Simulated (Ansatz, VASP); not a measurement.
## Cd4Te in VASP and in Ansatz

```
Cd Te
1.0
     4.95810    0.00000    0.00000
     0.00000    4.95810    0.00000
     0.00000    0.00000    4.95810
Cd Te
4 1
Direct
  0.50000 0.50000 0.50000
  0.00000 0.50000 0.50000
  0.50000 0.00000 0.50000
  0.50000 0.50000 0.00000
  0.00000 0.00000 0.00000
```

Change from the starting cell: species swapped into the Mn4N type (Pm-3m, No. 221).

Alike in both runs: task single point; functional PBE; k mesh 4 × 4 × 4; occupations gaussian, width 0.1 eV; no spin polarisation.

|  | VASP | Ansatz |
| --- | --- | --- |
| version | VASP 6.6.1 | Ansatz 0.2.0 |
| potentials or method | VASP PAW PBE potentials, release 64 (Cd, Te), cutoff 520 eV | scalar-relativistic, plane waves, PAW |
| valence electrons in the cell | 54 | 96 |

```tsv
	VASP	Ansatz	Ansatz less VASP
gap on the k mesh at the Fermi level (eV)	none	none	-
pressure (GPa)	16.3	15.6	-0.75
```

A gap of «none» marks a metal or a gap that the smearing closes. VASP's potentials hold 54 valence electrons a cell and Ansatz's 96, so a difference there can come from the potentials and not from the codes.

Spin-orbit coupling is off throughout.
